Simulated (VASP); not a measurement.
Si5Ge2: single point with PBE

The system is Si5Ge2.

```xyz
7
Lattice="4.6833 0.0000 0.0000 0.0000 4.6833 0.0000 0.0000 0.0000 6.9828" Properties=species:S:1:pos:R:3 pbc="T T T"
Si    2.3417    0.0000    0.0000
Si    0.0000    2.3417    0.0000
Si    2.3417    2.3417    3.4914
Si    0.0000    0.0000    1.1736
Si    0.0000    0.0000    5.8093
Ge    0.0000    0.0000    3.4914
Ge    2.3417    2.3417    0.0000
```

| Quantity | Value |
| --- | --- |
| Program | VASP 6.6.1 |
| Task | single point |
| Functional | PBE |
| Potentials or basis | VASP PAW PBE potentials, release 64 (Si, Ge_d) |
| Cutoff | 500 eV |
| k mesh | 4 × 4 × 3 |
| Occupations | gaussian, width 0.2 eV |
| Spin | no spin polarisation |
| Dipole correction | no |
| Further INCAR settings | ALGO = Normal; EDIFF = 1e-06; NBANDS = 33 |

The pressure is 0.0 GPa. The largest force is 0.043 eV/Å. The band gap on the k mesh is zero (band 24 reaches 6.38 eV, above the bottom of band 25 at 4.74 eV).

Forces in eV/Å, atoms in the order of the input:
```
Si   0.000  0.000  0.000
Si   0.000  0.000  0.000
Si   0.000  0.000  0.000
Si   0.000  0.000  0.043
Si   0.000  0.000 -0.043
Ge   0.000  0.000  0.000
Ge   0.000  0.000  0.000
```

Levels at points of the mesh, in eV from the Fermi level:
```csv
k point,band 22,band 23,band 24,band 25,band 26,band 27
"(0.00, 0.00, 0.00)",-0.83,-0.83,-0.02,0.02,0.02,0.42
"(0.50, 0.00, 0.00)",0.17,0.20,0.23,0.40,0.56,0.67
"(0.50, 0.50, 0.00)",-2.11,0.64,1.28,1.28,1.40,2.06
```

Run time: 56 s on 1 thread of Intel(R) Xeon(R) Platinum 8259CL CPU @ 2.50GHz (Skylake/Cascade Lake) (shared host), peak memory 0.26 GiB.
